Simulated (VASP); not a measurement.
# Mg2CdN2: single point with PBEsol

Mg2CdN2:

```
CELL_PARAMETERS angstrom
3.60618 0.00000 0.00000
-1.80309 3.07689 0.00000
0.00000 0.00000 5.98383
ATOMIC_POSITIONS crystal
Mg 0.66667 0.33333 0.15344
Mg 0.33333 0.66667 0.84656
Cd 0.00000 0.00000 0.50000
N 0.66667 0.33333 0.77223
N 0.33333 0.66667 0.22777
```

This cell differs from its parent crystal: strain +0.0150 x Voigt [1, 0, 0, 0, 0, 0].

```yaml
Program: VASP 6.6.1
Task: single point
Functional: PBEsol
Potentials_or_basis: VASP PAW PBE potentials, release 64 (Mg, Cd, N)
Cutoff: 520 eV
k_mesh: 12 × 12 × 6
Occupations: gaussian, width 0.03 eV
Spin: no spin polarisation
Dipole_correction: no
Further_INCAR_settings: ALGO = Normal; EDIFF = 1e-06; NBANDS = 21
```

```json
{"Pressure": "-5.4 GPa", "Largest force": "0.130 eV/Å", "Band gap on the k mesh": "0.22 eV (least direct gap 0.58 eV)"}
```

Forces in eV/Å, atoms in the order of the input:
```
Mg   0.000  0.082  0.101
Mg   0.000 -0.082 -0.101
Cd   0.000  0.000  0.000
N    0.000  0.105 -0.060
N    0.000 -0.105  0.060
```

Stress tensor (GPa, compression positive):
```
-6.75  0.00  0.00
 0.00 -4.58  0.48
 0.00  0.48 -4.87
```

Levels at points of the mesh, in eV from the valence-band top:
```csv
k point,band 10,band 11,band 12,band 13,band 14,band 15,band 16,band 17
"(0.00, 0.00, 0.00)",-0.41,-0.40,-0.37,-0.37,0.22,4.02,6.76,8.67
"(0.50, 0.00, 0.00)",-2.41,-1.47,-1.01,-0.20,3.39,3.92,4.89,6.96
"(0.00, 0.50, 0.00)",-2.36,-1.58,-0.97,-0.26,3.40,3.83,4.81,6.97
"(0.00, 0.00, 0.50)",-0.66,-0.61,-0.15,-0.10,2.79,2.87,7.51,8.76
"(0.50, 0.00, 0.50)",-1.29,-0.97,-0.82,-0.61,2.73,2.97,6.45,7.44
"(0.00, 0.50, 0.50)",-1.27,-1.06,-0.90,-0.59,2.74,2.95,6.43,7.36
```

Wall time 5.1 min on 1 thread of Intel Xeon 8259CL, with other jobs on the host, peak memory 0.46 GiB.

Caveat: the cell differs from its parent crystal (strain +0.0150 x Voigt [1, 0, 0, 0, 0, 0]); the cell stands under tension; semilocal functionals underestimate gaps, and a narrow one can read as zero; the PAW data sets were made with another functional, which shifts forces and pressure a little. A k mesh can miss the band edges.
